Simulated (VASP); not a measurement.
Here is a VASP 6.6.1 calculation.

File INCAR:

```
SYSTEM = CdO
PREC     = Accurate       ! precision mode
ENCUT    = 700            ! plane-wave cutoff, eV
EDIFF    = 1E-6           ! SCF threshold, eV
ISMEAR   = -1             ! smearing method
SIGMA    = 0.02           ! smearing width, eV
LREAL    = .FALSE.        ! projectors in reciprocal space
LASPH    = .TRUE.         ! aspherical terms in the spheres
NELM     = 120            ! most SCF steps
ALGO     = Normal         ! electronic algorithm
ISIF     = 2              ! what is computed and relaxed
LWAVE    = .FALSE.        ! write WAVECAR
LCHARG   = .FALSE.        ! write CHGCAR
GGA      = PE             ! functional
NBANDS   = 20             ! bands
GGA_COMPAT= .FALSE.
```

File KPOINTS:

```
regular mesh
0
G
  8 8 8
  0 0 0
```

POSCAR

```
CdO
1.0
    0.0000000000      2.3599241783      2.3599241783
    2.3599241783      0.0000000000      2.3599241783
    2.3599241783      2.3599241783      0.0000000000
Cd O
1 1
Direct
    0.0000000000      0.0000000000      0.0000000000
    0.5000000000      0.5000000000      0.5000000000
```

Potentials or basis: VASP PAW PBE potentials, release 64 (Cd_sv_GW, O).

Command:

```console
$ cat potpaw_PBE.64/Cd_sv_GW/POTCAR potpaw_PBE.64/O/POTCAR > POTCAR
$ mpirun -np 1 vasp_std > vasp.out
```

(1) Predict the band gap on the k mesh.

(2) Estimate the pressure.

Answers

(1) zero (bands 13 and 14 overlap by 0.44 eV).

(2) 3.9 GPa.

Caveat: the cell stands under pressure; semilocal functionals underestimate gaps, and a narrow one can read as zero.
